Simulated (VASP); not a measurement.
A run of VASP 6.6.1 is set up as follows.

INCAR

```
PREC = Accurate
ENCUT = 520
EDIFF = 1E-6
ISMEAR = 0
SIGMA = 0.05
LREAL = F
LASPH = T
NELM = 60
ALGO = Normal
ISIF = 2
LWAVE = F
LCHARG = F
GGA = PS
NBANDS = 35
```

KPOINTS

```
Automatic mesh
0
Gamma
  12 12 2
```

Contents of POSCAR:

```
WS2
1.0
    3.1853268625      0.0000000000      0.0000000000
   -1.5926634312      2.7585739823      0.0000000000
    0.0000000000      0.0000000000     21.1540742264
W S
2 4
Direct
    0.3333333333      0.6666666667      0.6345659624
    0.6666666667      0.3333333333      0.3654340376
    0.3333333333      0.6666666667      0.2989660749
    0.6666666667      0.3333333333      0.5680485953
    0.3333333333      0.6666666667      0.4319514047
    0.6666666667      0.3333333333      0.7010339251
```

Potentials or basis: VASP PAW PBE potentials, release 64 (W_sv, S).

Run with:

```console
$ cat potpaw_PBE.64/W_sv/POTCAR potpaw_PBE.64/S/POTCAR > POTCAR
$ mpirun -np 1 vasp_std > vasp.out
```

Q: What does it give for the band gap on the k mesh?

A: Zero (bands 26 and 27 overlap by 0.12 eV).

Q: Predict the largest force.

A: 3.582 eV/Å.

Forces in eV/Å, atoms in the order of the input:
```
W    0.000  0.000  0.006
W    0.000  0.000 -0.006
S    0.000  0.000 -3.582
S    0.000  0.000 -3.417
S    0.000  0.000  3.417
S    0.000  0.000  3.582
```

Caveat: there is no dipole correction, which matters where the two faces differ; the PAW data sets were made with another functional, which shifts forces and pressure a little; spin-orbit coupling is left out, which moves the levels of the heavy elements.
